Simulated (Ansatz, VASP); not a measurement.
# BaTiO3: VASP beside Ansatz

INCAR

```
  ALGO = Normal
  EDIFF = 1E-7
  ENCUT = 520
  GGA = PE
  ISIF = 2
  ISMEAR = 0
  LASPH = T
  LCHARG = F
  LREAL = F
  LWAVE = F
  NBANDS = 28
  NELM = 60
  PREC = Accurate
  SIGMA = 0.05
```

Contents of KPOINTS:

```
k-points
0
Gamma
  6 6 6
```

Contents of POSCAR:

```
BaTiO3
1.0
    3.9922876218      0.0000000000      0.0000000000
    0.0000000000      3.9922876218      0.0000000000
    0.0000000000      0.0000000000      3.9922876218
Ba Ti O
1 1 3
Direct
    0.5000000000      0.5000000000      0.5000000000
    0.0000000000      0.0000000000      0.0000000000
    0.5000000000      0.0000000000      0.0000000000
    0.0000000000      0.5000000000      0.0000000000
    0.0000000000      0.0000000000      0.5000000000
```

Input for Ansatz:

```yaml
crystal:
  lattice:
    - [3.9922876218, 0.0, 0.0]
    - [0.0, 3.9922876218, 0.0]
    - [0.0, 0.0, 3.9922876218]
  atoms:
    - { symbol: Ba, position: [0.5, 0.5, 0.5] }
    - { symbol: Ti, position: [0.0, 0.0, 0.0] }
    - { symbol: O, position: [0.5, 0.0, 0.0] }
    - { symbol: O, position: [0.0, 0.5, 0.0] }
    - { symbol: O, position: [0.0, 0.0, 0.5] }
basis:
  ecutwfc: 420
  ecutrho_ratio: 4
kpoints:
  mp_grid: { grid: [6, 6, 6] }
hamiltonian:
  xc: pbe
scf:
  occupations: { method: gaussian, width: 0.05 }
output:
  forces: true
  stress: true
  eigenvalues: true
```

Alike in both runs: task single point; functional PBE; k mesh 6 × 6 × 6; occupations gaussian, width 0.05 eV; no spin polarisation.

|  | VASP | Ansatz |
| --- | --- | --- |
| version | VASP 6.6.1 | Ansatz 0.2.0 |
| potentials or method | VASP PAW PBE potentials, release 64 (Ba_sv, Ti_sv, O), cutoff 520 eV | scalar-relativistic, plane waves, PAW |
| valence electrons in the cell | 40 | 40 |

|  | VASP | Ansatz | Ansatz less VASP |
| --- | --- | --- | --- |
| gap on the k mesh at the Fermi level (eV) | 1.76 | 1.83 | +0.067 |
| least direct gap on the mesh (eV) | 1.90 | 1.92 | +0.026 |
| pressure (GPa) | 5.3 | 3.4 | -1.84 |

Neither program's run includes spin-orbit coupling.
